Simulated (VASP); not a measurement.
# Sb3As (Pm-3m) in VASP: further runs

Sb3As is run at these levels: PBE; tasks: single point, relaxation of cell and atoms.

Program: VASP 6.6.1. These are calculated values, not measurements. Logs are shortened: lines on timing, memory, paths and dates and some standing lists are left out, and cuts for length are marked.

**1. The cell of the first run**

Symmetry: Pm-3m, No. 221, cubic system. Conventional cell: a = 4.670 Å, b = 4.670 Å, c = 4.670 Å, α = 90.00°, β = 90.00°, γ = 90.00°. Sb (site symmetry 4/mmm) has 8 Sb at 3.30 Å and 4 As at 3.30 Å within 4.3 Å. Within 4.3 Å of As (site symmetry m-3m) lie 12 Sb at 3.30 Å.

**2. Single point, PBE**

File INCAR:

```
SYSTEM = Sb3As
  PREC = Accurate
  ENCUT = 520
  EDIFF = 1E-6
  ISMEAR = 0
  SIGMA = 0.1
  LREAL = .FALSE.
  LASPH = .TRUE.
  NELM = 100
  ALGO = Normal
  ISIF = 2
  LWAVE = .FALSE.
  LCHARG = .TRUE.
  GGA = PE
  LELF = .TRUE.
  LVHAR = .TRUE.
  NBANDS = 18
```

File KPOINTS:

```
Automatic mesh
0
G
  10 10 10
  0 0 0
```

File POSCAR:

```
Sb3As
1.0
    4.6699659305      0.0000000000      0.0000000000
    0.0000000000      4.6699659305      0.0000000000
    0.0000000000      0.0000000000      4.6699659305
Sb As
3 1
Direct
    0.0000000000      0.5000000000      0.5000000000
    0.5000000000      0.0000000000      0.5000000000
    0.5000000000      0.5000000000      0.0000000000
    0.0000000000      0.0000000000      0.0000000000
```

Potentials or basis: VASP PAW PBE potentials, release 64 (Sb, As).

Started as:

```console
$ cat potpaw_PBE.64/Sb/POTCAR potpaw_PBE.64/As/POTCAR > POTCAR
$ mpirun -np 1 vasp_std > vasp.out
```

OUTCAR:

```text
SYSTEM = Sb3As
   PREC = Accurate
   ENCUT = 520
   EDIFF = 1E-6
   ISMEAR = 0
   LREAL = .FALSE.
   LASPH = .TRUE.
   NELM = 100
   ISIF = 2
   GGA = PE

 ion  position               nearest neighbor table
   1  0.000  0.500  0.500-   2 3.30   3 3.30   4 3.30   3 3.30   4 3.30   2 3.30   4 3.30   4 3.30
                             2 3.30   3 3.30   3 3.30   2 3.30
   2  0.500  0.000  0.500-   1 3.30   3 3.30   4 3.30   3 3.30   4 3.30   1 3.30   3 3.30   3 3.30
                             1 3.30   4 3.30   4 3.30   1 3.30
   3  0.500  0.500  0.000-   1 3.30   2 3.30   4 3.30   1 3.30   2 3.30   2 3.30   4 3.30   2 3.30
                             1 3.30   4 3.30   1 3.30   4 3.30
   4  0.000  0.000  0.000-   1 3.30   2 3.30   3 3.30   1 3.30   2 3.30   1 3.30   3 3.30   1 3.30
                             2 3.30   3 3.30   2 3.30   3 3.30

  LATTYP: Found a simple cubic cell.
 ALAT       =     4.6699659305

  Lattice vectors:

 A1 = (   4.6699659305,   0.0000000000,   0.0000000000)
 A2 = (   0.0000000000,   4.6699659305,   0.0000000000)
 A3 = (   0.0000000000,   0.0000000000,   4.6699659305)

Analysis of symmetry for initial positions (statically):
=====================================================================
 Subroutine PRICEL returns:
 Original cell was already a primitive cell.

 Routine SETGRP: Setting up the symmetry group for a
 simple cubic supercell.

 Subroutine GETGRP returns: Found 48 space group operations
 (whereof 48 operations were pure point group operations)
 out of a pool of 48 trial point group operations.

The static configuration has the point symmetry O_h .

Analysis of symmetry for dynamics (positions and initial velocities):
=====================================================================
 Subroutine PRICEL returns:
 Original cell was already a primitive cell.

 Routine SETGRP: Setting up the symmetry group for a
 simple cubic supercell.

 Subroutine GETGRP returns: Found 48 space group operations
 (whereof 48 operations were pure point group operations)
 out of a pool of 48 trial point group operations.

The dynamic configuration has the point symmetry O_h .

 Subroutine INISYM returns: Found 48 space group operations
 (whereof 48 operations are pure point group operations),
 and found     1 'primitive' translations

----------------------------------------------------------------------------------------

                                     Primitive cell

  volume of cell :     101.8453

  direct lattice vectors                    reciprocal lattice vectors
     4.669965931  0.000000000  0.000000000     0.214134325  0.000000000  0.000000000
     0.000000000  4.669965931  0.000000000     0.000000000  0.214134325  0.000000000
     0.000000000  0.000000000  4.669965931     0.000000000  0.000000000  0.214134325

  length of vectors
     4.669965931  4.669965931  4.669965931     0.214134325  0.214134325  0.214134325

  position of ions in fractional coordinates (direct lattice)
     0.000000000  0.500000000  0.500000000
     0.500000000  0.000000000  0.500000000
     0.500000000  0.500000000  0.000000000
     0.000000000  0.000000000  0.000000000

  ion indices of the primitive-cell ions
   primitive index   ion index
                 1           1
                 2           2
                 3           3
                 4           4

----------------------------------------------------------------------------------------

 KPOINTS: Automatic mesh

Automatic generation of k-mesh.
 Grid dimensions read from file:
 generate k-points for:   10   10   10

 Generating k-lattice:

  Cartesian coordinates                     Fractional coordinates (reciprocal lattice)
     0.021413432  0.000000000  0.000000000     0.100000000  0.000000000  0.000000000
     0.000000000  0.021413432  0.000000000     0.000000000  0.100000000  0.000000000
     0.000000000  0.000000000  0.021413432     0.000000000  0.000000000  0.100000000

  Length of vectors
     0.021413432  0.021413432  0.021413432

  Shift w.r.t. Gamma in fractional coordinates (k-lattice)
     0.000000000  0.000000000  0.000000000

 Subroutine IBZKPT returns following result:
 ===========================================

 Found     56 irreducible k-points:

 Following reciprocal coordinates:
            Coordinates               Weight
  0.000000  0.000000  0.000000      1.000000
  0.100000  0.000000  0.000000      6.000000
  0.200000  0.000000  0.000000      6.000000
  0.300000  0.000000  0.000000      6.000000
  0.400000  0.000000  0.000000      6.000000
  0.500000  0.000000  0.000000      3.000000
[... 16 lines left out ...]
  0.200000  0.100000  0.100000     24.000000
  0.300000  0.100000  0.100000     24.000000
 [... further k-points ...]
   k-points           NKPTS =     56   k-points in BZ     NKDIM =     56   number of bands    NBANDS=     18
   number of dos      NEDOS =    301   number of ions     NIONS =      4
   total plane-waves  NPLWV =  46656
   dimension x,y,z NGX =    36 NGY =   36 NGZ =   36
   dimension x,y,z NGXF=    72 NGYF=   72 NGZF=   72
   ions per type =               3   1
   NGX,Y,Z   is equivalent  to a cutoff of  12.82, 12.82, 12.82 a.u.
   NGXF,Y,Z  is equivalent  to a cutoff of  25.63, 25.63, 25.63 a.u.
 SYSTEM =  Sb3As
   PREC   = accura    normal or accurate (medium, high low for compatibility)
   ISTART =      0    job   : 0-new  1-cont  2-samecut
   ICHARG =      2    charge: 1-file 2-atom 10-const
   ISPIN  =      1    spin polarized calculation?
   LNONCOLLINEAR =      F non collinear calculations
   LSORBIT =      F    spin-orbit coupling
   LASPH  =      T    aspherical Exc in radial PAW
   ENCUT  =  520.0 eV  38.22 Ry    6.18 a.u.   8.68  8.68  8.68*2*pi/ulx,y,z
   NELM   =    100;   NELMIN=  2; NELMDL= -5     # of ELM steps
   EDIFF  = 0.1E-05   stopping-criterion for ELM
   LREAL  =      F    real-space projection
   EDIFFG = 0.1E-04   stopping-criterion for IOM
   NSW    =      0    number of steps for IOM
   IBRION =     -1    ionic relax: 0-MD 1-quasi-New 2-CG
   NFREE  =      0    steps in history (QN), initial steepest desc. (CG)
   ISIF   =      2    stress and relaxation
   ISYM   =      2    0-nonsym 1-usesym 2-fastsym
   POTIM  = 0.5000    time-step for ionic-motion
   TEBEG  =    0.0;   TEEND  =   0.0 temperature during run
   PSTRESS=    0.0 pullay stress
   NELECT =      20.0000    total number of electrons
   NUPDOWN=      -1.0000    fix difference up-down
   EMIN   =  10.00;   EMAX   =-10.00  energy-range for DOS
   EFERMI =   0.00;   METHOD = LEGACY
   ISMEAR =     0;   SIGMA  =   0.10  broadening in eV -4-tet -1-fermi 0-gaus
   EFERMI_NEDOS =   21; number of points for ismear=-14 and -15
   IALGO  =     38    algorithm
   IMIX   =      4    mixing-type and parameters
     AMIX     =   0.40;   BMIX     =  1.00
     AMIX_MAG =   1.60;   BMIX_MAG =  1.00
  volume/ion in A,a.u.               =      25.46       171.82
  Fermi-wavevector in a.u.,A,eV,Ry     =   0.951564  1.798194 12.319710  0.905473
  Thomas-Fermi vector in A             =   2.080045
   LORBIT       =      0    0 simple, 1 ext, 2 COOP (PROOUT), +10 PAW based schemes
   GGA     = PE    functional components
   LHFCALC =     F    Hartree Fock is set to
   AEXX    =    0.0000 exact exchange contribution
   IVDW    =     0    specifies the selected vdW correction
   LEPSILON=     F    determine dielectric tensor
   LRPA    =     F    only Hartree local field effects (RPA)
 non-spin polarized calculation
 Gauss-broadening in eV      SIGMA  =   0.10
  energy-cutoff  :      520.00
  volume of cell :      101.85
 maximum number of plane-waves:      2800
 NGX is ok and might be reduce to    36
   NGX = 17   NGY = 17   NGZ = 17

 number of electron      19.9999997 magnetization

 Free energy of the ion-electron system (eV)
  ---------------------------------------------------
  ext. energy  EPLUGINS =         0.00000000
  ---------------------------------------------------
  free energy    TOTEN  =       -15.55233398 eV

  energy without entropy =      -15.54149480  energy(sigma->0) =      -15.54691439

 E-fermi :   7.8847     XC(G=0): -10.2511

 val. band max:        7.8795368055   @ k =   0.2000   0.2000   0.0000
 cond. band min:       7.9113009327   @ k =   0.5000   0.3000   0.0000
 fundamental gap:      0.0317641272
 Fermi energy:         7.8846610859

 k-point     1 :       0.0000    0.0000    0.0000
  band No.  band energies     occupation
      1      -5.3797      2.00000
      2      -0.9960      2.00000
      3       0.4953      2.00000
      4       0.4953      2.00000
      5       2.9412      2.00000
      6       2.9412      2.00000
[... 10 lines left out ...]
     17      12.7688      0.00000
     18      12.7688      0.00000

 k-point     2 :       0.1000    0.0000    0.0000
  band No.  band energies     occupation
      1      -5.3137      2.00000
      2      -1.1071      2.00000
      3       0.1714      2.00000
      4       0.5186      2.00000
      5       3.0144      2.00000
      6       3.0144      2.00000
[... 10 lines left out ...]
     17      12.8373      0.00000
     18      12.8374      0.00000

 k-point     3 :       0.2000    0.0000    0.0000
  band No.  band energies     occupation
      1      -5.1165      2.00000
      2      -1.5592      2.00000
      3      -0.1925      2.00000
      4       0.5817      2.00000
      5       3.2332      2.00000
      6       3.2332      2.00000
[... 10 lines left out ...]
     17      12.4977      0.00000
     18      12.9989      0.00000

 k-point     4 :       0.3000    0.0000    0.0000
  band No.  band energies     occupation
      1      -4.7908      2.00000
      2      -2.2859      2.00000
      3      -0.2933      2.00000
      4       0.6645      2.00000
      5       3.5946      2.00000
      6       3.5946      2.00000
[... 375 lines left out ...]
      4       0.0414      2.00000
      5       3.4064      2.00000
      6       3.6611      2.00000
[... 10 lines left out ...]
     17      12.8031      0.00000
     18      12.8955      0.00000

 k-point    23 :       0.2000    0.1000    0.1000
  band No.  band energies     occupation
      1      -4.9862      2.00000
      2      -1.5485      2.00000
      3      -0.4043      2.00000
      4       0.1338      2.00000
      5       3.5863      2.00000
      6       3.7872      2.00000
[... 10 lines left out ...]
     17      12.7324      0.00000
     18      13.2057      0.00000

 k-point    24 :       0.3000    0.1000    0.1000
  band No.  band energies     occupation
      1      -4.6627      2.00000
      2      -2.1980      2.00000
      3      -0.5324      2.00000
      4       0.2588      2.00000
      5       3.7829      2.00000
      6       3.9591      2.00000
[... 10 lines left out ...]
     17      13.2714      0.00000
     18      14.1478      0.00000

 [... further k-points ...]
[... 5 lines left out ...]
  --------------------------------------------------------------------------------------
  -------------------------------------------------------------------------------------
  Total       -0.0787073     -0.0787073     -0.0787073     -0.0000000     -0.0000000      0.0000000
  in kB       -1.2381826     -1.2381826     -1.2381826     -0.0000000     -0.0000000      0.0000000
  external PRESSURE =      -1.2381826 kB  Pullay stress =       0.0000000 kB

 VOLUME and BASIS-vectors are now :
 -----------------------------------------------------------------------------
  energy-cutoff  :      520.00
  volume of cell :      101.85
      direct lattice vectors                 reciprocal lattice vectors
     4.669965931  0.000000000  0.000000000     0.214134325  0.000000000  0.000000000
     0.000000000  4.669965931  0.000000000     0.000000000  0.214134325  0.000000000
     0.000000000  0.000000000  4.669965931     0.000000000  0.000000000  0.214134325

 POSITION                                       TOTAL-FORCE (eV/Angst)
 -----------------------------------------------------------------------------------
      0.00000      2.33498      2.33498         0.000000      0.000000      0.000000
      2.33498      0.00000      2.33498         0.000000      0.000000      0.000000
      2.33498      2.33498      0.00000         0.000000      0.000000      0.000000
      0.00000      0.00000      0.00000         0.000000      0.000000      0.000000
 -----------------------------------------------------------------------------------
    total drift:                               -0.000000      0.000000      0.000000

  FREE ENERGIE OF THE ION-ELECTRON SYSTEM (eV)
  ---------------------------------------------------
  free  energy   TOTEN  =       -15.5523339817 eV

  energy  without entropy=      -15.5414947984  energy(sigma->0) =      -15.54691439
```

Run time: 44 s. Hardware: 1 thread of AMD EPYC 9R45 (Zen 5), shared host; peak memory 0.23 GiB.

Results:

* Free energy: -15.5523 eV
* Pressure: -0.1 GPa
* Band gap on the k mesh: zero (bands 10 and 11 overlap by 4.05 eV)

Caveat: spin-orbit coupling is left out, which moves the levels of the heavy elements.

[end of part 1 of 2]
